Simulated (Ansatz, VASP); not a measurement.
# Ga3Bi2N3 in VASP and in Ansatz

```xyz
8
Lattice="4.7361 0.0000 0.0000 0.0000 4.7361 0.0000 0.0000 0.0000 10.7265" Properties=species:S:1:pos:R:3 pbc="T T T"
Ga    2.3680    2.3680    7.8663
Ga    2.3680    2.3680    2.8602
Ga    2.3680    2.3680    5.3632
Bi    0.0000    0.0000    0.0000
Bi    2.3680    2.3680    0.0000
N     2.3680    0.0000    0.0000
N     0.0000    2.3680    0.0000
N     0.0000    0.0000    5.3632
```

Alike in both runs: functional PBE; k mesh 3 × 3 × 2; occupations gaussian, width 0.15 eV; no spin polarisation.

Ansatz relaxed the structure, and its values are those at the end. VASP's run is a single point on that final structure, the one shown.

|  | VASP | Ansatz |
| --- | --- | --- |
| version | VASP 6.6.1 | Ansatz 0.2.0 |
| potentials or method | VASP PAW PBE potentials, release 64 (Ga_d, Bi_d, N), cutoff 600 eV | scalar-relativistic, plane waves, PAW |
| valence electrons in the cell | 84 | 84 |

```tsv
	VASP	Ansatz	Ansatz less VASP
pressure (GPa)	0.0	0.0	0.00
rms of the force components (eV/Å)	0.005	0.008	+0.0029
```

The k mesh is coarse, so the values compare programs but aren't converged. Spin-orbit coupling is off throughout.
